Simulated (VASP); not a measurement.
Rb:

```
Rb
1.0
     5.08878    0.00000    0.00000
    -2.54439    4.40701    0.00000
     0.00000    0.00000   16.88373
Rb
4
Direct
  0.00000 0.00000 0.00000
  0.33333 0.66667 0.75000
  0.00000 0.00000 0.50000
  0.66667 0.33333 0.25000
```

This isn't the form of Rb at room conditions, which is bcc.

| Item | Value |
| --- | --- |
| Program | VASP 6.6.1 |
| Task | relaxation of cell and atoms |
| Functional | PBEsol |
| Potentials or basis | VASP PAW PBE potentials, release 64 (Rb_sv) |
| Cutoff | 600 eV |
| k mesh | 3 × 3 × 1, shifted |
| Occupations | methfessel-paxton, width 0.2 eV |
| Spin | no spin polarisation |

At the start: pressure -0.2 GPa; volume 94.66 Å³/atom.

**Question.** How do energy, volume and symmetry change on relaxing?

**Answer.** Over 3 steps the energy falls by 3.1 meV/atom and the volume is 90.31 Å³/atom (-4.6 %); space group P6_3/mmc (No. 194, to 0.1 Å) before and after.

Step by step:
| step | energy change (eV) | largest force (eV/Å) | pressure (GPa) | volume (Å³) |
| --- | --- | --- | --- | --- |
| 1 | 0.0000 | 0.0000 | -0.17 | 378.64 |
| 2 | -0.0051 | 0.0000 | -0.14 | 373.31 |
| 3 | -0.0124 | 0.0001 | -0.06 | 361.22 |

Final structure:
```
Rb
1.0
     5.00698    0.00000    0.00000
    -2.50349    4.33617    0.00000
     0.00000    0.00000   16.63772
Rb
4
Direct
  0.00000 0.00000 0.00000
  0.33333 0.66667 0.75000
  0.00000 0.00000 0.50000
  0.66667 0.33333 0.25000
```

Caveat: the k points lie up to 0.48 Å⁻¹ apart in the final cell, too coarse for converged energies and pressures of a metal; the PAW data sets were made with another functional, which shifts forces and pressure a little.
